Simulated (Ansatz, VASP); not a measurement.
## One calculation of B, two programs

```
B
1.0
     2.84197    0.00000    0.00000
    -1.42099    2.46122    0.00000
     0.00000    0.00000    6.63641
B
7
Direct
  0.66667 0.33333 0.66381
  0.00000 0.00000 0.75415
  0.66667 0.33333 0.91078
  0.33333 0.66667 0.08922
  0.00000 0.00000 0.24585
  0.33333 0.66667 0.33619
  0.00000 0.00000 0.50000
```

Alike in both runs: task relaxation of cell and atoms; functional PBE; k mesh 18 × 18 × 6; occupations gaussian, width 0.1 eV; no spin polarisation.

|  | VASP | Ansatz |
| --- | --- | --- |
| version | VASP 6.6.1 | Ansatz 0.2.0 |
| potentials or method | VASP PAW PBE potentials, release 64 (B), cutoff 600 eV | scalar-relativistic, plane waves, PAW |
| valence electrons in the cell | 21 | 21 |

```tsv
	VASP	Ansatz	Ansatz less VASP
gap on the k mesh at the Fermi level, each at its own relaxed structure (eV)	none	none	-
relaxed volume (Å³/atom)	6.62	6.62	+0.002
relaxed length of the cell vector where the two differ most in proportion (Å)	6.623	6.623	+0.0008
```

A gap of «none» marks a metal or a gap that the smearing closes.
